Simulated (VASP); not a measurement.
# AlN (P6_3/mmc) in VASP: further runs

The runs below take AlN through single point, with PBEsol.

Program: VASP 6.6.1. These are calculated values, not measurements. Logs are shortened: lines on timing, memory, paths and dates and some standing lists are left out, and cuts for length are marked.

## (1) The cell of the first run

It takes space group P6_3/mmc (No. 194, hexagonal). The conventional cell has a = 3.262 Å, b = 3.262 Å, c = 4.100 Å, α = 90.00°, β = 90.00°, γ = 120.00°. Al (site symmetry -6m2) has 5 N at 1.88 to 2.05 Å within 2.5 Å. Within 2.5 Å of N (site symmetry -6m2) lie 5 Al at 1.88 to 2.05 Å.

## (2) Single point, PBEsol

Contents of INCAR:

```
PREC = Accurate ; ENCUT = 520
EDIFF = 1E-7 ; ISMEAR = 0
SIGMA = 0.05 ; LREAL = F
LASPH = T ; NELM = 60
ALGO = Normal ; ISIF = 2
LWAVE = F ; LCHARG = T
GGA = PS ; LELF = T
LVHAR = T ; NBANDS = 16
```

Contents of KPOINTS:

```
regular mesh
0
Gamma
  9 9 6
```

Contents of POSCAR:

```
AlN
1.0
    3.2620000000      0.0000000000      0.0000000000
   -1.6310000000      2.8249748671      0.0000000000
    0.0000000000      0.0000000000      4.0998000000
Al N
2 2
Direct
    0.3333333333      0.6666666667      0.7500000000
    0.6666666667      0.3333333333      0.2500000000
    0.3333333333      0.6666666667      0.2500000000
    0.6666666667      0.3333333333      0.7500000000
```

Potentials or basis: VASP PAW PBE potentials, release 64 (Al, N).

Run with:

```
$ cat potpaw_PBE.64/Al/POTCAR potpaw_PBE.64/N/POTCAR > POTCAR
$ mpirun -np 1 vasp_std > vasp.out
```

OUTCAR:

```text
PREC = Accurate
   ENCUT = 520
   EDIFF = 1E-7
   ISMEAR = 0
   LREAL = F
   LASPH = T
   NELM = 60
   ISIF = 2
   GGA = PS

 ion  position               nearest neighbor table
   1  0.333  0.667  0.750-   4 1.88   4 1.88   4 1.88   3 2.05   3 2.05   2 2.78   2 2.78   2 2.78
                             2 2.78   2 2.78   2 2.78
   2  0.667  0.333  0.250-   3 1.88   3 1.88   3 1.88   4 2.05   4 2.05   1 2.78   1 2.78   1 2.78
                             1 2.78   1 2.78   1 2.78
   3  0.333  0.667  0.250-   2 1.88   2 1.88   2 1.88   1 2.05   1 2.05
   4  0.667  0.333  0.750-   1 1.88   1 1.88   1 1.88   2 2.05   2 2.05

  LATTYP: Found a hexagonal cell.
 ALAT       =     3.2620000000
 C/A-ratio  =     1.2568362968

  Lattice vectors:

 A1 = (   3.2620000000,   0.0000000000,   0.0000000000)
 A2 = (  -1.6310000000,   2.8249748671,   0.0000000000)
 A3 = (   0.0000000000,   0.0000000000,   4.0998000000)

Analysis of symmetry for initial positions (statically):
=====================================================================
 Subroutine PRICEL returns:
 Original cell was already a primitive cell.

 Routine SETGRP: Setting up the symmetry group for a
 hexagonal supercell.

 Subroutine GETGRP returns: Found 24 space group operations
 (whereof 12 operations were pure point group operations)
 out of a pool of 24 trial point group operations.

The static configuration has the point symmetry D_3d.
 The point group associated with its full space group is D_6h.

Analysis of symmetry for dynamics (positions and initial velocities):
=====================================================================
 Subroutine PRICEL returns:
 Original cell was already a primitive cell.

 Routine SETGRP: Setting up the symmetry group for a
 hexagonal supercell.

 Subroutine GETGRP returns: Found 24 space group operations
 (whereof 12 operations were pure point group operations)
 out of a pool of 24 trial point group operations.

The dynamic configuration has the point symmetry D_3d.
 The point group associated with its full space group is D_6h.

 Subroutine INISYM returns: Found 24 space group operations
 (whereof 12 operations are pure point group operations),
 and found     1 'primitive' translations

----------------------------------------------------------------------------------------

                                     Primitive cell

  volume of cell :      37.7799

  direct lattice vectors                    reciprocal lattice vectors
     3.262000000  0.000000000  0.000000000     0.306560392  0.176992725  0.000000000
    -1.631000000  2.824974867  0.000000000     0.000000000  0.353985450  0.000000000
     0.000000000  0.000000000  4.099800000     0.000000000  0.000000000  0.243914337

  length of vectors
     3.262000000  3.262000000  4.099800000     0.353985450  0.353985450  0.243914337

  position of ions in fractional coordinates (direct lattice)
     0.333333333  0.666666667  0.750000000
     0.666666667  0.333333333  0.250000000
     0.333333333  0.666666667  0.250000000
     0.666666667  0.333333333  0.750000000

  ion indices of the primitive-cell ions
   primitive index   ion index
                 1           1
                 2           2
                 3           3
                 4           4

----------------------------------------------------------------------------------------

 KPOINTS: regular mesh

Automatic generation of k-mesh.
 Grid dimensions read from file:
 generate k-points for:    9    9    6

 Generating k-lattice:

  Cartesian coordinates                     Fractional coordinates (reciprocal lattice)
     0.034062266  0.019665858  0.000000000     0.111111111  0.000000000  0.000000000
     0.000000000  0.039331717  0.000000000     0.000000000  0.111111111  0.000000000
     0.000000000  0.000000000  0.040652390     0.000000000  0.000000000  0.166666667

  Length of vectors
     0.039331717  0.039331717  0.040652390

  Shift w.r.t. Gamma in fractional coordinates (k-lattice)
     0.000000000  0.000000000  0.000000000

 Subroutine IBZKPT returns following result:
 ===========================================

 Found     48 irreducible k-points:

 Following reciprocal coordinates:
            Coordinates               Weight
  0.000000  0.000000  0.000000      1.000000
  0.111111 -0.000000  0.000000      6.000000
  0.222222 -0.000000  0.000000      6.000000
  0.333333 -0.000000  0.000000      6.000000
  0.444444 -0.000000  0.000000      6.000000
  0.111111  0.111111  0.000000      6.000000
[... 16 lines left out ...]
  0.333333  0.222222  0.166667     24.000000
  0.333333  0.333333  0.166667      4.000000
 [... further k-points ...]
   k-points           NKPTS =     48   k-points in BZ     NKDIM =     48   number of bands    NBANDS=     16
   number of dos      NEDOS =    301   number of ions     NIONS =      4
   total plane-waves  NPLWV =  17280
   dimension x,y,z NGX =    24 NGY =   24 NGZ =   30
   dimension x,y,z NGXF=    48 NGYF=   48 NGZF=   60
   ions per type =               2   2
   NGX,Y,Z   is equivalent  to a cutoff of  12.23, 12.23, 12.16 a.u.
   NGXF,Y,Z  is equivalent  to a cutoff of  24.46, 24.46, 24.33 a.u.
 SYSTEM =  unknown system
   PREC   = accura    normal or accurate (medium, high low for compatibility)
   ISTART =      0    job   : 0-new  1-cont  2-samecut
   ICHARG =      2    charge: 1-file 2-atom 10-const
   ISPIN  =      1    spin polarized calculation?
   LNONCOLLINEAR =      F non collinear calculations
   LSORBIT =      F    spin-orbit coupling
   LASPH  =      T    aspherical Exc in radial PAW
   ENCUT  =  520.0 eV  38.22 Ry    6.18 a.u.   6.07  6.07  7.62*2*pi/ulx,y,z
   NELM   =     60;   NELMIN=  2; NELMDL= -5     # of ELM steps
   EDIFF  = 0.1E-06   stopping-criterion for ELM
   LREAL  =      F    real-space projection
   EDIFFG = 0.1E-05   stopping-criterion for IOM
   NSW    =      0    number of steps for IOM
   IBRION =     -1    ionic relax: 0-MD 1-quasi-New 2-CG
   NFREE  =      0    steps in history (QN), initial steepest desc. (CG)
   ISIF   =      2    stress and relaxation
   ISYM   =      2    0-nonsym 1-usesym 2-fastsym
   POTIM  = 0.5000    time-step for ionic-motion
   TEBEG  =    0.0;   TEEND  =   0.0 temperature during run
   PSTRESS=    0.0 pullay stress
   NELECT =      16.0000    total number of electrons
   NUPDOWN=      -1.0000    fix difference up-down
   EMIN   =  10.00;   EMAX   =-10.00  energy-range for DOS
   EFERMI =   0.00;   METHOD = LEGACY
   ISMEAR =     0;   SIGMA  =   0.05  broadening in eV -4-tet -1-fermi 0-gaus
   EFERMI_NEDOS =   21; number of points for ismear=-14 and -15
   IALGO  =     38    algorithm
   IMIX   =      4    mixing-type and parameters
     AMIX     =   0.40;   BMIX     =  1.00
     AMIX_MAG =   1.60;   BMIX_MAG =  1.00
  volume/ion in A,a.u.               =       9.44        63.74
  Fermi-wavevector in a.u.,A,eV,Ry     =   1.229403  2.323236 20.564292  1.511433
  Thomas-Fermi vector in A             =   2.364292
   LORBIT       =      0    0 simple, 1 ext, 2 COOP (PROOUT), +10 PAW based schemes
   GGA     = PS    functional components
   LHFCALC =     F    Hartree Fock is set to
   AEXX    =    0.0000 exact exchange contribution
   IVDW    =     0    specifies the selected vdW correction
   LEPSILON=     F    determine dielectric tensor
   LRPA    =     F    only Hartree local field effects (RPA)
 non-spin polarized calculation
 Gauss-broadening in eV      SIGMA  =   0.05
  energy-cutoff  :      520.00
  volume of cell :       37.78
 maximum number of plane-waves:      1038
   NGX = 13   NGY = 13   NGZ = 15

 number of electron      16.0000002 magnetization

 Free energy of the ion-electron system (eV)
  ---------------------------------------------------
  ext. energy  EPLUGINS =         0.00000000
  ---------------------------------------------------
  free energy    TOTEN  =       -30.91366431 eV

  energy without entropy =      -30.91366431  energy(sigma->0) =      -30.91366431

 E-fermi :   8.7266     XC(G=0): -11.5834

 val. band max:        8.4316343464   @ k =   0.0000   0.0000   0.0000
 cond. band min:      12.0127247283   @ k =   0.0000   0.0000   0.0000
 fundamental gap:      3.5810903818
 Fermi energy:         8.7266137630

 k-point     1 :       0.0000    0.0000    0.0000
  band No.  band energies     occupation
      1      -8.7296      2.00000
      2      -4.7621      2.00000
      3       1.2198      2.00000
      4       4.9983      2.00000
      5       4.9983      2.00000
      6       6.7471      2.00000
[... 8 lines left out ...]
     15      20.4121      0.00000
     16      20.4121      0.00000

 k-point     2 :       0.1111   -0.0000    0.0000
  band No.  band energies     occupation
      1      -8.5806      2.00000
      2      -4.7603      2.00000
      3       1.3768      2.00000
      4       4.4858      2.00000
      5       4.7872      2.00000
      6       6.2612      2.00000
[... 8 lines left out ...]
     15      19.8110      0.00000
     16      20.3999      0.00000

 k-point     3 :       0.2222   -0.0000    0.0000
  band No.  band energies     occupation
      1      -8.1523      2.00000
      2      -4.8044      2.00000
      3       1.8347      2.00000
      4       3.3742      2.00000
      5       4.3603      2.00000
      6       5.3657      2.00000
[... 8 lines left out ...]
     15      18.9501      0.00000
     16      21.1853      0.00000

 k-point     4 :       0.3333   -0.0000    0.0000
  band No.  band energies     occupation
      1      -7.5136      2.00000
      2      -5.0139      2.00000
      3       2.3538      2.00000
      4       2.5406      2.00000
      5       3.9758      2.00000
      6       4.5827      2.00000
[... 8 lines left out ...]
     15      20.0299      0.00000
     16      21.7635      0.00000
[... 324 lines left out ...]
 k-point    22 :       0.2222    0.2222    0.1667
  band No.  band energies     occupation
      1      -7.0226      2.00000
      2      -5.2627      2.00000
      3       1.9273      2.00000
      4       2.2609      2.00000
      5       4.0596      2.00000
      6       4.5480      2.00000
[... 8 lines left out ...]
     15      20.6421      0.00000
     16      22.0736      0.00000

 k-point    23 :       0.3333    0.2222    0.1667
  band No.  band energies     occupation
      1      -6.4295      2.00000
      2      -5.5624      2.00000
      3       1.5899      2.00000
      4       2.4233      2.00000
      5       3.2433      2.00000
      6       5.0808      2.00000
[... 8 lines left out ...]
     15      20.4615      0.00000
     16      22.2469      0.00000

 k-point    24 :       0.3333    0.3333    0.1667
  band No.  band energies     occupation
      1      -5.9398      2.00000
      2      -5.9398      2.00000
      3       1.5521      2.00000
      4       2.6943      2.00000
      5       2.6943      2.00000
      6       5.3018      2.00000
[... 8 lines left out ...]
     15      19.8919      0.00000
     16      21.9830      0.00000

 [... further k-points ...]

------------------------ aborting loop because EDIFF is reached ----------------------------------------

  FORCE on cell =-STRESS in cart. coord.  units (eV):
  Direction    XX          YY          ZZ          XY          YZ          ZX
  --------------------------------------------------------------------------------------
  -------------------------------------------------------------------------------------
  Total        2.0036254      2.0036254      1.5671927      0.0000000      0.0000000     -0.0000000
  in kB       84.9700557     84.9700557     66.4617480      0.0000000      0.0000000     -0.0000000
  external PRESSURE =      78.8006198 kB  Pullay stress =       0.0000000 kB

 VOLUME and BASIS-vectors are now :
 -----------------------------------------------------------------------------
  energy-cutoff  :      520.00
  volume of cell :       37.78
      direct lattice vectors                 reciprocal lattice vectors
     3.262000000  0.000000000  0.000000000     0.306560392  0.176992725  0.000000000
    -1.631000000  2.824974867  0.000000000     0.000000000  0.353985450  0.000000000
     0.000000000  0.000000000  4.099800000     0.000000000  0.000000000  0.243914337

 POSITION                                       TOTAL-FORCE (eV/Angst)
 -----------------------------------------------------------------------------------
     -0.00000      1.88332      3.07485        -0.000000     -0.000000      0.000000
      1.63100      0.94166      1.02495         0.000000      0.000000      0.000000
     -0.00000      1.88332      1.02495        -0.000000      0.000000      0.000000
      1.63100      0.94166      3.07485        -0.000000      0.000000      0.000000
 -----------------------------------------------------------------------------------
    total drift:                               -0.000000     -0.000000     -0.000000

  FREE ENERGIE OF THE ION-ELECTRON SYSTEM (eV)
  ---------------------------------------------------
  free  energy   TOTEN  =       -30.9136643124 eV

  energy  without entropy=      -30.9136643124  energy(sigma->0) =      -30.91366431
```

Wall time 20 s (1 thread of Intel Xeon Platinum 8259CL at 2.50GHz (Skylake/Cascade Lake), shared host); peak memory 0.15 GiB.

Results:

```
Free energy            : -30.9137 eV
Pressure               : 7.9 GPa
Band gap on the k mesh : 3.58 eV, direct
```

Stress tensor (GPa, compression positive):
```
8.50 0.00 0.00
0.00 8.50 0.00
0.00 0.00 6.65
```

Caveat: the PAW data sets were made with another functional, which shifts forces and pressure a little. A k mesh can miss the band edges.

## (3) Single point, PBEsol

This run uses another cell than the first one, of 9.50 Å³/atom, 1.005 times its volume.

Contents of INCAR:

```
  PREC = Accurate
  ENCUT = 520
  EDIFF = 1E-6
  ISMEAR = 0
  SIGMA = 0.05
  LREAL = False
  LASPH = True
  NELM = 80
  ALGO = Normal
  ISIF = 2
  LWAVE = False
  LCHARG = False
  GGA = PS
  NBANDS = 16
```

Contents of KPOINTS:

```
Automatic mesh
0
Gamma
  9 9 6
```

Contents of POSCAR:

```
AlN
1.0
    3.3214000000      0.0000000000      0.0000000000
   -1.6607000000      2.8764167761      0.0000000000
    0.0000000000      0.0000000000      3.9756000000
Al N
2 2
Direct
    0.3333333333      0.6666666667      0.7500000000
    0.6666666667      0.3333333333      0.2500000000
    0.3333333333      0.6666666667      0.2500000000
    0.6666666667      0.3333333333      0.7500000000
```

Potentials or basis: VASP PAW PBE potentials, release 64 (Al, N).

Run with:

```
$ cat potpaw_PBE.64/Al/POTCAR potpaw_PBE.64/N/POTCAR > POTCAR
$ mpirun -np 1 vasp_std > vasp.out
```

Wall time 27 s (1 thread of Intel Xeon Platinum 8259CL at 2.50GHz (Skylake/Cascade Lake), shared host); peak memory 0.16 GiB.

Results (log left out):

```
Free energy            : -30.8872 eV
Pressure               : 6.3 GPa
Band gap on the k mesh : 3.66 eV, direct
```

Stress tensor (GPa, compression positive):
```
 2.55  0.00  0.00
 0.00  2.55  0.00
 0.00  0.00 13.67
```

Levels at points of the mesh, in eV from the valence-band top:
| k point | band 6 | band 7 | band 8 | band 9 | band 10 | band 11 |
| --- | --- | --- | --- | --- | --- | --- |
| (0.00, 0.00, 0.00) | -1.37 | -1.37 | 0.00 | 3.66 | 4.77 | 8.33 |
| (0.00, 0.00, 0.50) | -2.42 | -2.42 | -2.42 | 6.02 | 6.02 | 8.39 |

Caveat: the PAW data sets were made with another functional, which shifts forces and pressure a little. A k mesh can miss the band edges.

[end of part 1 of 2]
